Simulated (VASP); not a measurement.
**TePb: single point with PBEsol**

TePb:

```
CELL_PARAMETERS angstrom
0.00000 3.16504 3.16504
3.16504 0.00000 3.16504
3.16504 3.16504 0.00000
ATOMIC_POSITIONS crystal
Pb 0.00000 0.00000 0.00000
Te 0.50000 0.50000 0.50000
```

- Program: VASP 6.6.1
- Task: single point
- Functional: PBEsol
- Potentials or basis: VASP PAW PBE potentials, release 64 (Pb_d, Te)
- Cutoff: 520 eV
- k mesh: 11 × 11 × 11
- Occupations: gaussian, width 0.02 eV
- Spin: no spin polarisation
- Dipole correction: no
- Further INCAR settings: ALGO = Normal; EDIFF = 1e-06; NBANDS = 17

```
Pressure : 2.6 GPa
```

Levels at points of the mesh, in eV from the Fermi level:
```csv
k point,band 8,band 9,band 10,band 11,band 12,band 13
"(0.00, 0.00, 0.00)",-1.70,-1.70,-1.70,4.00,4.00,4.00
```

Wall time 26 s on 1 thread of Intel(R) Xeon(R) 6975P-C (Granite Rapids) (shared host), peak memory 0.23 GiB.

Caveat: this odd mesh misses L, where the gap lies, so gap, dielectric constants and Born charges aren't listed; the PAW data sets were made with another functional, which shifts forces and pressure a little; spin-orbit coupling is left out, which moves the levels of the heavy elements.
